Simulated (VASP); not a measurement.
Wanted: the native input for a VASP 6.6.1 run.

| Quantity | Value |
| --- | --- |
| Task | single point |
| Functional | PBE |
| Potentials or basis | VASP PAW PBE potentials, release 64 (Bi_d, Mg, F) |
| Cutoff | 520 eV |
| k mesh | 5 × 5 × 3 |
| Occupations | methfessel-paxton, width 0.01 eV |
| Spin | no spin polarisation |
| Dipole correction | no |
| Further INCAR settings | ALGO = Normal; EDIFF = 1e-06; NBANDS = 32 |

The structure of MgBiF4 lies in POSCAR:

```
MgBiF4
1.0
    3.6685540000      0.0000000000      0.0000000000
    0.0000000000      3.6685540000      0.0000000000
    0.0000000000      0.0000000000      6.4585220000
Bi Mg F
1 1 4
Direct
    0.0000000000      0.0000000000      0.0000000000
    0.5000000000      0.5000000000      0.5000000000
    0.5000000000      0.0000000000      0.5000000000
    0.0000000000      0.5000000000      0.5000000000
    0.5000000000      0.5000000000      0.2100000000
    0.5000000000      0.5000000000      0.7900000000
```

One way to write it, as run:

INCAR

```
ALGO = Normal
EDIFF = 1E-6
ENCUT = 520
GGA = PE
ISIF = 2
ISMEAR = 1
LASPH = T
LCHARG = T
LELF = T
LREAL = F
LVHAR = T
LWAVE = F
NBANDS = 32
NELM = 60
PREC = Accurate
SIGMA = 0.01
```

KPOINTS

```
k-points
0
Gamma
  5 5 3
```

Potentials or basis: VASP PAW PBE potentials, release 64 (Bi_d, Mg, F).

Run with:

```bash
$ cat potpaw_PBE.64/Bi_d/POTCAR potpaw_PBE.64/Mg/POTCAR potpaw_PBE.64/F/POTCAR > POTCAR
$ mpirun -np 1 vasp_std > vasp.out
```

It gave:

```
Pressure      : 4.8 GPa
Largest force : 2.786 eV/Å
```

Caveat: an odd number of electrons without spin polarisation forces a metal; a magnetic or distorted state may lie lower.

Wall time 67 s on 1 thread of Intel Xeon 8259CL, with other jobs on the host, peak memory 0.19 GiB.
